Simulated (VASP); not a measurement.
**SiNi3: single point with PBEsol**

SiNi3:

```
Si Ni
1.0
     3.54778    0.00000    0.00000
     0.00000    3.54778    0.00000
     0.00000    0.00000    3.46125
Si Ni
1 3
Direct
  0.00000 0.00000 0.00000
  0.00000 0.50000 0.50000
  0.50000 0.00000 0.50000
  0.50000 0.50000 0.00000
```

This cell differs from its parent crystal: strain +0.025 along x and y, +0.000 along z.

```
Program             : VASP 6.6.1
Task                : single point
Functional          : PBEsol
Potentials or basis : VASP PAW PBE potentials, release 64 (Si, Ni)
Cutoff              : 520 eV
k mesh              : 14 × 14 × 14
Occupations         : gaussian, width 0.15 eV
Spin                : no spin polarisation
```

```json
{"Pressure": "-10.3 GPa", "Band gap on the k mesh": "zero (bands 17 and 18 overlap by 0.28 eV)"}
```

Stress tensor (GPa, compression positive):
```
-11.47   0.00   0.00
  0.00 -11.47   0.00
  0.00   0.00  -7.93
```

Levels at points of the mesh, in eV from the Fermi level:
```tsv
k point	band 13	band 14	band 15	band 16	band 17	band 18	band 19	band 20	band 21	band 22
(0.00, 0.00, 0.00)	-0.68	-0.57	-0.55	-0.30	-0.06	0.04	0.04	4.69	6.10	6.44
(0.50, 0.00, 0.00)	-1.30	-1.27	-1.14	-0.52	0.04	3.38	3.69	5.04	5.09	5.47
(0.50, 0.50, 0.00)	-1.47	-1.43	-1.16	-1.01	-1.00	0.57	0.57	5.66	6.45	7.82
(0.00, 0.00, 0.50)	-1.37	-1.19	-1.13	-0.61	-0.06	3.63	3.63	4.97	5.10	5.10
(0.50, 0.00, 0.50)	-1.38	-1.36	-1.09	-1.02	-0.94	0.65	0.66	5.48	6.17	7.42
(0.50, 0.50, 0.50)	-1.38	-1.31	-1.17	-0.43	-0.24	-0.24	-0.19	1.17	3.90	3.90
```

Wall time 2.9 min on 1 thread of Intel(R) Xeon(R) 6975P-C (Granite Rapids), with other jobs on the host, peak memory 0.35 GiB.

Caveat: the cell differs from its parent crystal (strain +0.025 along x and y, +0.000 along z); the cell stands under tension; the PAW data sets were made with another functional, which shifts forces and pressure a little. Spin polarisation is off, so any magnetic state and its effect on volume and gap are missing.
